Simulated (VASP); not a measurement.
Here is a VASP 6.6.1 calculation.

Contents of INCAR:

```
PREC = Accurate
ENCUT = 400
EDIFF = 1E-6
ISMEAR = 0
SIGMA = 0.02
LREAL = False
LASPH = True
NELM = 120
ALGO = Normal
ISIF = 2
LWAVE = False
LCHARG = False
LDIPOL = True
IDIPOL = 3
DIPOL = 0.5 0.5 0.500
GGA = PE
IVDW = 12
NBANDS = 18
GGA_COMPAT = False
NELMDL = -8
```

The input KPOINTS:

```
Automatic mesh
0
Gamma
  9 9 1
```

File POSCAR:

```
HfS2
1.0
    3.6910000000      0.0000000000      0.0000000000
   -1.8455000000      3.1964997654      0.0000000000
    0.0000000000      0.0000000000     31.8247012176
S Hf
2 1
Direct
    0.6666666667      0.3333333333      0.4554591262
    0.3333333333      0.6666666667      0.5445408738
    0.0000000000      0.0000000000      0.5000000000
```

Potentials or basis: VASP PAW PBE potentials, release 64 (S, Hf_pv).

Launch:

```bash
$ cat potpaw_PBE.64/S/POTCAR potpaw_PBE.64/Hf_pv/POTCAR > POTCAR
$ mpirun -np 1 vasp_std > vasp.out
```

(1) Predict the band gap on the k mesh.

(2) What does it give for the dispersion energy per atom?

(3) What does it give for the largest force?

Results:

(1) 1.49 eV (least direct gap 2.11 eV).

(2) -0.220 eV.

(3) 0.009 eV/Å.

Caveat: spin-orbit coupling is left out, which moves the levels of the heavy elements.
